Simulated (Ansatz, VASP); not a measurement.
W in VASP and in Ansatz

Contents of INCAR:

```
PREC = Accurate
ENCUT = 520
EDIFF = 1E-7
ISMEAR = 0
SIGMA = 0.15
LREAL = F
LASPH = T
NELM = 100
ALGO = Fast
ISIF = 2
LWAVE = F
LCHARG = T
GGA = CA
LELF = T
LVHAR = T
NBANDS = 13
```

KPOINTS

```
Automatic mesh
0
Gamma
  22 22 22
```

File POSCAR:

```
W
1.0
    0.0000000000      2.1720693104      1.7678472117
    2.1720693104      0.0000000000      1.7678472117
    2.1720693104      2.1720693104      0.0000000000
W
1
Direct
    0.0000000000      0.0000000000      0.0000000000
```

Input for Ansatz:

```yaml
crystal:
  lattice:
    - [0.0, 2.1720693104, 1.7678472117]
    - [2.1720693104, 0.0, 1.7678472117]
    - [2.1720693104, 2.1720693104, 0.0]
  atoms:
    - { symbol: W, position: [0.0, 0.0, 0.0] }
basis:
  ecutwfc: 420
kpoints:
  mp_grid: { grid: [22, 22, 22] }
hamiltonian:
  xc: lda
  pseudopotentials: { kind: paw, azcp: { folder: soft_1 } }
scf:
  occupations: { method: gaussian, width: 0.15 }
output:
  forces: true
  stress: true
  eigenvalues: true
```

Alike in both runs: task single point; functional LDA; k mesh 22 × 22 × 22; occupations gaussian, width 0.15 eV; no spin polarisation.

|  | VASP | Ansatz |
| --- | --- | --- |
| version | VASP 6.6.1 | Ansatz 0.2.0 |
| potentials or method | VASP PAW LDA potentials, release 64 (W_sv), cutoff 520 eV | scalar-relativistic, plane waves, PAW |
| valence electrons in the cell | 14 | 14 |

|  | VASP | Ansatz | Ansatz less VASP |
| --- | --- | --- | --- |
| gap on the k mesh at the Fermi level (eV) | none | none | - |
| pressure (GPa) | -18.7 | -20.1 | -1.34 |
| traceless stress, the component that is largest in VASP (GPa) | -18.33 | -18.27 | +0.063 |

Ansatz warns that its potentials were made for another functional, while VASP's fit it. LDA's correlation is that of Perdew and Zunger in VASP and of Perdew and Wang (1992) in Ansatz. A gap of «none» marks a metal or a gap that the smearing closes.

Neither program's run includes spin-orbit coupling.
